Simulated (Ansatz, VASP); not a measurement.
## ZnReH in VASP and in Ansatz

```
Zn Re H
1.0
     3.04104    0.00000    0.00000
     0.00000    3.04104    0.00000
     0.00000    0.00000    4.55813
Zn Re H
1 1 1
Cartesian
  0.0000 0.0000 2.2791
  0.0000 0.0000 0.0000
  1.5205 1.5205 0.0000
```

Alike in both runs: task relaxation of cell and atoms; functional PBE; k mesh 6 × 6 × 4; occupations gaussian, width 0.1 eV; no spin polarisation.

```csv
,VASP,Ansatz
version,VASP 6.6.1,Ansatz 0.2.0
potentials or method,"VASP PAW PBE potentials, release 64 (Zn, Re, H), cutoff 600 eV","scalar-relativistic, plane waves, PAW"
valence electrons in the cell,20,28
```

Ansatz gave:

```
gap on the k mesh at the Fermi level, each at its own relaxed structure (eV) : none
relaxed volume (Å³/atom)                                                     : 12.77
relaxed length of the cell vector where the two differ most in proportion (Å)              : 5.145
```

Task: Estimate VASP's values.

Result: gap on the k mesh at the Fermi level, each at its own relaxed structure (eV): none; relaxed volume (Å³/atom): 12.78; relaxed length of the cell vector where the two differ most in proportion (Å): 5.156.

A gap of «none» marks a metal or a gap that the smearing closes. VASP's potentials hold 20 valence electrons a cell and Ansatz's 28, so a difference there can come from the potentials and not from the codes.

Spin-orbit coupling is off throughout.
